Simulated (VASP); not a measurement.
# MgCd3Se4 (I4/mmm) in VASP: further runs

The runs below take MgCd3Se4 through single point, relaxation of cell and atoms, with PBE.

Everything below comes from runs of VASP 6.6.1. Logs are shortened: lines on timing, memory, paths and dates and some standing lists are left out, and cuts for length are marked.

## (1) The cell of the first run

It takes space group I4/mmm (No. 139, tetragonal). The conventional cell has a = 5.868 Å, b = 5.868 Å, c = 11.735 Å, α = 90.00°, β = 90.00°, γ = 90.00°. Within 3.9 Å of Mg (site symmetry 4/mmm) lie 6 Se at 2.93 Å. Cd (site symmetry -4m2) has 6 Se at 2.93 Å within 3.9 Å. Cd (site symmetry 4/mmm) has 6 Se at 2.93 Å within 3.9 Å. Se (site symmetry mmm) has 2 Mg at 2.93 Å and 4 Cd at 2.93 Å within 3.9 Å. Se (site symmetry 4mm) has 1 Mg at 2.93 Å and 5 Cd at 2.93 Å within 3.9 Å.

## (2) Single point, PBE

INCAR

```
ALGO = Normal ; EDIFF = 1E-6
ENCUT = 520 ; GGA = PE
ISIF = 2 ; ISMEAR = 0
LASPH = True ; LCHARG = False
LREAL = False ; LWAVE = False
NBANDS = 41 ; NELM = 100
PREC = Accurate ; SIGMA = 0.1
```

KPOINTS

```
k-points
0
Gamma
  4 4 4
```

POSCAR

```
MgCd3Se4
1.0
   -2.9338280100      2.9338280100      5.8676560200
    2.9338280100     -2.9338280100      5.8676560200
    2.9338280100      2.9338280100     -5.8676560200
Mg Cd Se
1 3 4
Direct
    0.5000000000      0.5000000000      0.0000000000
    0.7500000000      0.2500000000      0.5000000000
    0.2500000000      0.7500000000      0.5000000000
    0.0000000000      0.0000000000      0.0000000000
    0.5000000000      0.0000000000      0.5000000000
    0.0000000000      0.5000000000      0.5000000000
    0.2500000000      0.2500000000      0.0000000000
    0.7500000000      0.7500000000      0.0000000000
```

Potentials or basis: VASP PAW PBE potentials, release 64 (Mg, Cd, Se).

Launch:

```
$ cat potpaw_PBE.64/Mg/POTCAR potpaw_PBE.64/Cd/POTCAR potpaw_PBE.64/Se/POTCAR > POTCAR
$ mpirun -np 1 vasp_std > vasp.out
```

OUTCAR:

```text
EDIFF = 1E-6
   ENCUT = 520
   GGA = PE
   ISIF = 2
   ISMEAR = 0
   LASPH = True
   LREAL = False
   NELM = 100
   PREC = Accurate

 ion  position               nearest neighbor table
   1  0.500  0.500  0.000-   5 2.93   6 2.93   7 2.93   8 2.93   5 2.93   6 2.93
   2  0.750  0.250  0.500-   5 2.93   6 2.93   7 2.93   8 2.93   8 2.93   7 2.93
   3  0.250  0.750  0.500-   5 2.93   6 2.93   7 2.93   8 2.93   7 2.93   8 2.93
   4  0.000  0.000  0.000-   5 2.93   6 2.93   7 2.93   8 2.93   6 2.93   5 2.93
   5  0.500  0.000  0.500-   1 2.93   2 2.93   3 2.93   4 2.93   1 2.93   4 2.93
   6  0.000  0.500  0.500-   1 2.93   2 2.93   3 2.93   4 2.93   4 2.93   1 2.93
   7  0.250  0.250  0.000-   1 2.93   2 2.93   3 2.93   4 2.93   3 2.93   2 2.93
   8  0.750  0.750  0.000-   1 2.93   2 2.93   3 2.93   4 2.93   2 2.93   3 2.93

  LATTYP: Found a body centered tetragonal cell.
 ALAT       =     5.8676560200
 C/A-ratio  =     2.0000000000

  Lattice vectors:

 A1 = (  -2.9338280100,   2.9338280100,   5.8676560200)
 A2 = (   2.9338280100,  -2.9338280100,   5.8676560200)
 A3 = (   2.9338280100,   2.9338280100,  -5.8676560200)

Analysis of symmetry for initial positions (statically):
=====================================================================
 Subroutine PRICEL returns:
 Original cell was already a primitive cell.

 Routine SETGRP: Setting up the symmetry group for a
 body centered tetragonal supercell.

 Subroutine GETGRP returns: Found 16 space group operations
 (whereof 16 operations were pure point group operations)
 out of a pool of 16 trial point group operations.

The static configuration has the point symmetry D_4h.

Analysis of symmetry for dynamics (positions and initial velocities):
=====================================================================
 Subroutine PRICEL returns:
 Original cell was already a primitive cell.

 Routine SETGRP: Setting up the symmetry group for a
 body centered tetragonal supercell.

 Subroutine GETGRP returns: Found 16 space group operations
 (whereof 16 operations were pure point group operations)
 out of a pool of 16 trial point group operations.

The dynamic configuration has the point symmetry D_4h.

 Subroutine INISYM returns: Found 16 space group operations
 (whereof 16 operations are pure point group operations),
 and found     1 'primitive' translations

----------------------------------------------------------------------------------------

                                     Primitive cell

  volume of cell :     202.0198

  direct lattice vectors                    reciprocal lattice vectors
    -2.933828010  2.933828010  5.867656020     0.000000000  0.170425805  0.085212902
     2.933828010 -2.933828010  5.867656020     0.170425805  0.000000000  0.085212902
     2.933828010  2.933828010 -5.867656020     0.170425805  0.170425805  0.000000000

  length of vectors
     7.186381618  7.186381618  7.186381618     0.190541842  0.190541842  0.241018485

  position of ions in fractional coordinates (direct lattice)
     0.500000000  0.500000000  0.000000000
     0.750000000  0.250000000  0.500000000
     0.250000000  0.750000000  0.500000000
     0.000000000  0.000000000  0.000000000
     0.500000000  0.000000000  0.500000000
     0.000000000  0.500000000  0.500000000
     0.250000000  0.250000000  0.000000000
     0.750000000  0.750000000  0.000000000

  ion indices of the primitive-cell ions
   primitive index   ion index
                 1           1
                 2           2
                 3           3
                 4           4
                 5           5
                 6           6
                 7           7
                 8           8

----------------------------------------------------------------------------------------

 KPOINTS: k-points

Automatic generation of k-mesh.
 Grid dimensions read from file:
 generate k-points for:    4    4    4

 Generating k-lattice:

  Cartesian coordinates                     Fractional coordinates (reciprocal lattice)
     0.000000000  0.042606451  0.021303226     0.250000000  0.000000000  0.000000000
     0.042606451  0.000000000  0.021303226     0.000000000  0.250000000  0.000000000
     0.042606451  0.042606451  0.000000000     0.000000000  0.000000000  0.250000000

  Length of vectors
     0.047635461  0.047635461  0.060254621

  Shift w.r.t. Gamma in fractional coordinates (k-lattice)
     0.000000000  0.000000000  0.000000000

 Subroutine IBZKPT returns following result:
 ===========================================

 Found     13 irreducible k-points:

 Following reciprocal coordinates:
            Coordinates               Weight
  0.000000  0.000000  0.000000      1.000000
  0.250000  0.000000  0.000000      8.000000
  0.500000  0.000000  0.000000      4.000000
  0.250000  0.250000  0.000000      8.000000
  0.500000  0.250000  0.000000     16.000000
 -0.250000  0.250000  0.000000      4.000000
[... 50 lines left out ...]
   GGA     = PE    functional components
   LHFCALC =     F    Hartree Fock is set to
   AEXX    =    0.0000 exact exchange contribution
   IVDW    =     0    specifies the selected vdW correction
   LEPSILON=     F    determine dielectric tensor
   LRPA    =     F    only Hartree local field effects (RPA)
 non-spin polarized calculation
 Gauss-broadening in eV      SIGMA  =   0.10
  energy-cutoff  :      520.00
  volume of cell :      202.02
 maximum number of plane-waves:      5480
 NGX is ok and might be reduce to    54
   NGX = 27   NGY = 27   NGZ = 27

 number of electron      61.9999996 magnetization

 Free energy of the ion-electron system (eV)
  ---------------------------------------------------
  ext. energy  EPLUGINS =         0.00000000
  ---------------------------------------------------
  free energy    TOTEN  =       -22.73706134 eV

  energy without entropy =      -22.73028236  energy(sigma->0) =      -22.73367185

 E-fermi :   1.7793     XC(G=0):  -9.4373

 val. band max:        1.7467916787   @ k =   0.5000   0.5000   0.0000
 cond. band min:       1.9879934017   @ k =   0.5000   0.5000   0.5000
 fundamental gap:      0.2412017231
 Fermi energy:         1.7792785243

 k-point     1 :       0.0000    0.0000    0.0000
  band No.  band energies     occupation
      1     -10.6835      2.00000
      2      -9.9738      2.00000
      3      -9.9519      2.00000
      4      -9.8415      2.00000
      5      -6.0790      2.00000
      6      -6.0751      2.00000
[... 33 lines left out ...]
     40       8.7298      0.00000
     41       9.1252      0.00000

 k-point     2 :       0.2500    0.0000    0.0000
  band No.  band energies     occupation
      1     -10.5324      2.00000
      2      -9.9761      2.00000
      3      -9.9518      2.00000
      4      -9.8764      2.00000
      5      -6.1003      2.00000
      6      -6.0822      2.00000
[... 33 lines left out ...]
     40       8.4619      0.00000
     41       8.9244      0.00000

 k-point     3 :       0.5000    0.0000    0.0000
  band No.  band energies     occupation
      1     -10.2187      2.00000
      2     -10.1747      2.00000
      3      -9.9534      2.00000
      4      -9.8749      2.00000
      5      -6.1602      2.00000
      6      -6.1031      2.00000
[... 33 lines left out ...]
     40       7.9003      0.00000
     41       8.3649      0.00000

 k-point     4 :       0.2500    0.2500    0.0000
  band No.  band energies     occupation
      1     -10.3443      2.00000
      2      -9.9888      2.00000
      3      -9.9441      2.00000
      4      -9.9378      2.00000
      5      -6.1132      2.00000
      6      -6.1041      2.00000
[... 341 lines left out ...]
     40       7.8204      0.00000
     41       8.4458      0.00000

 k-point    12 :      -0.2500   -0.2500    0.2500
  band No.  band energies     occupation
      1     -10.5628      2.00000
      2     -10.0556      2.00000
      3      -9.9731      2.00000
      4      -9.8922      2.00000
      5      -6.0777      2.00000
      6      -6.0570      2.00000
[... 33 lines left out ...]
     40       9.0612      0.00000
     41       9.4832      0.00000

 k-point    13 :       0.5000    0.5000    0.5000
  band No.  band energies     occupation
      1     -10.3160      2.00000
      2     -10.2523      2.00000
      3     -10.0061      2.00000
      4      -9.9404      2.00000
      5      -6.0686      2.00000
      6      -6.0686      2.00000
[... 33 lines left out ...]
     40       7.6127      0.00000
     41       8.2386      0.00000

------------------------ aborting loop because EDIFF is reached ----------------------------------------

  FORCE on cell =-STRESS in cart. coord.  units (eV):
  Direction    XX          YY          ZZ          XY          YZ          ZX
  --------------------------------------------------------------------------------------
  -------------------------------------------------------------------------------------
  Total       -5.5030010     -5.5030010     -5.3608215      0.0000000      0.0000000      0.0000000
  in kB      -43.6431644    -43.6431644    -42.5155683      0.0000000      0.0000000      0.0000000
  external PRESSURE =     -43.2672990 kB  Pullay stress =       0.0000000 kB

 VOLUME and BASIS-vectors are now :
 -----------------------------------------------------------------------------
  energy-cutoff  :      520.00
  volume of cell :      202.02
      direct lattice vectors                 reciprocal lattice vectors
    -2.933828010  2.933828010  5.867656020     0.000000000  0.170425805  0.085212902
     2.933828010 -2.933828010  5.867656020     0.170425805  0.000000000  0.085212902
     2.933828010  2.933828010 -5.867656020     0.170425805  0.170425805  0.000000000

 POSITION                                       TOTAL-FORCE (eV/Angst)
 -----------------------------------------------------------------------------------
      0.00000      0.00000      5.86766        -0.000000     -0.000000      0.000000
     -0.00000      2.93383      2.93383        -0.000000     -0.000000      0.000000
      2.93383     -0.00000      2.93383        -0.000000     -0.000000      0.000000
      0.00000      0.00000      0.00000        -0.000000     -0.000000      0.000000
      0.00000      2.93383      0.00000        -0.000000     -0.000000      0.000000
      2.93383      0.00000      0.00000        -0.000000     -0.000000      0.000000
      0.00000      0.00000      2.93383        -0.000000     -0.000000      0.200873
      0.00000      0.00000      8.80148         0.000000      0.000000     -0.200873
 -----------------------------------------------------------------------------------
    total drift:                               -0.000000      0.000000      0.000000

  FREE ENERGIE OF THE ION-ELECTRON SYSTEM (eV)
  ---------------------------------------------------
  free  energy   TOTEN  =       -22.7370613394 eV

  energy  without entropy=      -22.7302823611  energy(sigma->0) =      -22.73367185
```

Run time: 76 s. Hardware: 1 thread of AMD EPYC 9R45 (Zen 5), shared host; peak memory 0.41 GiB.

What came out:

```yaml
Free_energy: -22.7371 eV
Pressure: -4.3 GPa
Largest_force: 0.201 eV/Å
Band_gap_on_the_k_mesh: zero (band 31 reaches 1.75 eV, above the bottom of band 32 at 1.36 eV)
```

Forces on the atoms (eV/Å):
```
Mg   0.000  0.000  0.000
Cd   0.000  0.000  0.000
Cd   0.000  0.000  0.000
Cd   0.000  0.000  0.000
Se   0.000  0.000  0.000
Se   0.000  0.000  0.000
Se   0.000  0.000  0.201
Se   0.000  0.000 -0.201
```

Stress tensor (GPa, compression positive):
```
-4.36  0.00  0.00
 0.00 -4.36  0.00
 0.00  0.00 -4.25
```

Levels at points of the mesh, in eV from the Fermi level:
```csv
k point,band 27,band 28,band 29,band 30,band 31,band 32,band 33,band 34,band 35,band 36
"(0.00, 0.00, 0.00)",-1.78,-1.78,-0.47,-0.47,-0.47,-0.28,0.33,2.72,3.06,5.13
"(0.50, 0.00, 0.00)",-1.46,-1.38,-1.24,-0.64,-0.45,2.85,2.87,2.93,3.51,5.11
"(0.50, 0.50, 0.00)",-0.40,-0.14,-0.09,-0.06,-0.03,3.09,3.10,3.65,3.75,4.69
"(0.50, 0.50, 0.50)",-1.76,-1.18,-1.18,-1.11,-1.11,-0.42,0.21,2.27,2.66,5.15
```

Caveat: the k points lie up to 0.38 Å⁻¹ apart.

## (3) Single point, PBE

This run uses another cell than the first one, of 23.04 Å³/atom, 0.912 times its volume.

INCAR

```
SYSTEM = MgCd3Se4
PREC     = Accurate       ! precision mode
ENCUT    = 520            ! plane-wave cutoff, eV
EDIFF    = 1E-7           ! SCF threshold, eV
ISMEAR   = 0              ! smearing method
SIGMA    = 0.1            ! smearing width, eV
LREAL    = .FALSE.        ! projectors in reciprocal space
LASPH    = .TRUE.         ! aspherical terms in the spheres
NELM     = 60             ! most SCF steps
ALGO     = Normal         ! electronic algorithm
ISIF     = 2              ! what is computed and relaxed
LWAVE    = .FALSE.        ! write WAVECAR
LCHARG   = .FALSE.        ! write CHGCAR
GGA      = PE             ! functional
NBANDS   = 41             ! bands
```

KPOINTS

```
Automatic mesh
0
G
  4 4 4
  0 0 0
```

POSCAR

```
MgCd3Se4
1.0
   -2.8442644667      2.8442644667      5.6958247762
    2.8442644667     -2.8442644667      5.6958247762
    2.8442644667      2.8442644667     -5.6958247762
Mg Cd Se
1 3 4
Direct
    0.5000000000      0.5000000000      0.0000000000
    0.7500000000      0.2500000000      0.5000000000
    0.2500000000      0.7500000000      0.5000000000
    0.0000000000      0.0000000000      0.0000000000
    0.5000000000      0.0000000000      0.5000000000
    0.0000000000      0.5000000000      0.5000000000
    0.2562423532      0.2562423532      0.0000000000
    0.7437576468      0.7437576468      0.0000000000
```

Potentials or basis: VASP PAW PBE potentials, release 64 (Mg, Cd, Se).

Launch:

```
$ cat potpaw_PBE.64/Mg/POTCAR potpaw_PBE.64/Cd/POTCAR potpaw_PBE.64/Se/POTCAR > POTCAR
$ mpirun -np 1 vasp_std > vasp.out
```

Wall time 78 s (1 thread of AMD EPYC 9R45 (Zen 5), shared host); peak memory 0.41 GiB.

The run converged. Its results:

```
Free energy            : -23.0075 eV
Pressure               : 0.2 GPa
Largest force          : 0.038 eV/Å
Band gap on the k mesh : zero (band 31 reaches 2.53 eV, above the bottom of band 32 at 2.12 eV)
```

Forces on the atoms (eV/Å):
```
Mg   0.000  0.000  0.000
Cd   0.000  0.000  0.000
Cd   0.000  0.000  0.000
Cd   0.000  0.000  0.000
Se   0.000  0.000  0.000
Se   0.000  0.000  0.000
Se   0.000  0.000  0.038
Se   0.000  0.000 -0.038
```

Levels at points of the mesh, in eV from the Fermi level:
| k point | band 29 | band 30 | band 31 | band 32 | band 33 | band 34 |
| --- | --- | --- | --- | --- | --- | --- |
| (0.00, 0.00, 0.00) | -0.59 | -0.59 | -0.58 | -0.24 | 0.53 | 3.02 |
| (0.50, 0.00, 0.00) | -1.55 | -0.74 | -0.57 | 3.00 | 3.12 | 3.25 |
| (0.50, 0.50, 0.00) | -0.10 | -0.05 | -0.02 | 3.05 | 3.09 | 3.81 |
| (0.50, 0.50, 0.50) | -1.43 | -1.31 | -1.31 | -0.43 | 0.15 | 2.50 |

Caveat: the k points lie up to 0.39 Å⁻¹ apart.

## (4) Relaxation of cell and atoms, PBE

INCAR

```
SYSTEM = MgCd3Se4
PREC = Accurate
ENCUT = 600
EDIFF = 1E-6
ISMEAR = 0
SIGMA = 0.1
LREAL = .FALSE.
LASPH = .TRUE.
NELM = 80
ALGO = Normal
ISIF = 3
LWAVE = .FALSE.
LCHARG = .FALSE.
GGA = PE
IBRION = 2
NSW = 90
EDIFFG = -0.04
```

KPOINTS is that of step 3.

POSCAR

```
MgCd3Se4
1.0
   -2.9338280100      2.9338280100      5.8676560200
    2.9338280100     -2.9338280100      5.8676560200
    2.9338280100      2.9338280100     -5.8676560200
Mg Cd Se
1 3 4
Direct
    0.5000000000      0.5000000000      0.0000000000
    0.7500000000      0.2500000000      0.5000000000
    0.2500000000      0.7500000000      0.5000000000
    0.0000000000      0.0000000000      0.0000000000
    0.5000000000      0.0000000000      0.5000000000
    0.0000000000      0.5000000000      0.5000000000
    0.2500000000      0.2500000000      0.0000000000
    0.7500000000      0.7500000000      0.0000000000
```

Launch:

```
$ cat potpaw_PBE.64/Mg/POTCAR potpaw_PBE.64/Cd/POTCAR potpaw_PBE.64/Se/POTCAR > POTCAR
$ mpirun -np 1 vasp_std > vasp.out
```

Wall time 7 min (1 thread of AMD EPYC 9R45 (Zen 5), shared host); peak memory 0.53 GiB.

Results (log left out):

- Free energy: -23.0121 eV
- Relaxed volume: 23.10 Å³/atom
- Relaxed cell: a = 6.983 Å, b = 6.983 Å, c = 6.983 Å, α = 131.91°, β = 131.91°, γ = 70.38°
- Space group after relaxing (to 0.05 Å): I4/mmm (No. 139)
- Energy gained by relaxing: 34.5 meV/atom
- Ionic steps: 8
- Pressure after relaxing: 0.0 GPa
- Band gap on the k mesh: zero (band 31 reaches 2.50 eV, above the bottom of band 32 at 2.09 eV)

Step by step:
```tsv
step	energy change (eV)	largest force (eV/Å)	pressure (GPa)	volume (Å³)
1	0.0000	0.2008	-4.36	202.02
2	-0.2517	0.2644	0.80	182.57
3	-0.2569	0.2564	0.06	184.77
4	-0.2568	0.2551	-0.05	185.11
5	-0.2624	0.2141	-0.06	185.06
6	-0.2734	0.0923	-0.04	184.92
7	-0.2692	0.1537	0.07	184.64
8	-0.2759	0.0000	-0.02	184.81
```

Final structure:
```
Mg Cd Se
1.0
    -2.84538    2.84538    5.70683
     2.84538   -2.84538    5.70683
     2.84538    2.84538   -5.70683
Mg Cd Se
1 3 4
Cartesian
  0.0000 0.0000 5.7068
  0.0000 2.8454 2.8534
  2.8454 0.0000 2.8534
  0.0000 0.0000 0.0000
  0.0000 2.8454 0.0000
  2.8454 0.0000 0.0000
  0.0000 0.0000 2.9362
  0.0000 0.0000 8.4775
```

Levels at points of the mesh, in eV from the Fermi level:
| k point | band 28 | band 29 | band 30 | band 31 | band 32 | band 33 | band 34 | band 35 |
| --- | --- | --- | --- | --- | --- | --- | --- | --- |
| (0.00, 0.00, 0.00) | -2.08 | -0.58 | -0.58 | -0.57 | -0.24 | 0.50 | 3.00 | 3.41 |
| (0.50, 0.00, 0.00) | -1.57 | -1.56 | -0.74 | -0.58 | 2.97 | 3.10 | 3.25 | 3.86 |
| (0.50, 0.50, 0.00) | -0.15 | -0.10 | -0.05 | -0.02 | 3.05 | 3.10 | 3.81 | 3.85 |
| (0.50, 0.50, 0.50) | -1.42 | -1.42 | -1.30 | -1.30 | -0.43 | 0.13 | 2.48 | 2.94 |

Caveat: the k points lie up to 0.39 Å⁻¹ apart in the final cell.

## (5) Overview

| task | cell | cutoff (eV) | gap on the mesh (eV) | pressure (GPa) | largest force (eV/Å) |
| --- | --- | --- | --- | --- | --- |
| single point | a = 7.186 Å, angles 131.8, 131.8, 70.5°, 8 atoms | 520 | none | -4.3 | 0.20 |
| single point | a = 6.973 Å, angles 131.9, 131.9, 70.5°, 8 atoms | 520 | none | 0.2 | 0.04 |
| relaxation of cell and atoms | relaxed from a = 7.186 Å, angles 131.8, 131.8, 70.5°, 8 atoms | 600 | none | 0.0 | - |

Alike in all rows: level PBE; potentials or basis VASP PAW PBE potentials, release 64 (Mg, Cd, Se); no spin polarisation; k mesh 4 × 4 × 4; smearing gaussian 0.1 eV.

Caveats: all runs use coarse meshes.

Total energies depend on the potentials used, so only differences within one code and one set of settings carry meaning.
